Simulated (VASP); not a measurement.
Here is a VASP 6.6.1 calculation.

File INCAR:

```
ALGO = Normal ; EDIFF = 1E-6
ENCUT = 600 ; GGA = PS
GGA_COMPAT = F ; ISIF = 2
ISMEAR = 0 ; LASPH = T
LCHARG = F ; LREAL = F
LWAVE = F ; NBANDS = 26
NELM = 120 ; PREC = Accurate
SIGMA = 0.05
```

Contents of KPOINTS:

```
k-points
0
Gamma
  9 9 4
```

Contents of POSCAR:

```
MgO
1.0
    3.3034678071      0.0000000000      0.0000000000
   -1.6517339036      2.8608870415      0.0000000000
    0.0000000000      0.0000000000     10.0387760228
Mg O
4 4
Direct
    0.2509956156      0.6666666667     -0.0038786962
    0.4156710511      0.6666666667      0.5075370382
    0.6196146229      0.3333333333      0.2496368060
    0.7137187104      0.3333333333      0.7540215360
    0.2836549019      0.6666666667      0.1952830690
    0.3830117647      0.6666666667      0.7056585890
    0.7437872471      0.3333333333      0.4528562646
    0.5895460863      0.3333333333      0.9480853934
```

Potentials or basis: VASP PAW PBE potentials, release 64 (Mg, O).

The run is started by

```console
$ cat potpaw_PBE.64/Mg/POTCAR potpaw_PBE.64/O/POTCAR > POTCAR
$ mpirun -np 1 vasp_std > vasp.out
```

Predict the largest force.

0.730 eV/Å.

Predict the pressure.

-0.7 GPa.

What does it give for the band gap on the k mesh?

3.14 eV.

Stress tensor (GPa, compression positive):
```
-2.01 -0.05  0.32
-0.05 -0.48  0.02
 0.32  0.02  0.27
```

Caveat: the cell differs from its parent crystal (atoms displaced along a vibrational mode); the PAW data sets were made with another functional, which shifts forces and pressure a little; an odd mesh through Γ misses points on the zone boundary, where band edges can lie.
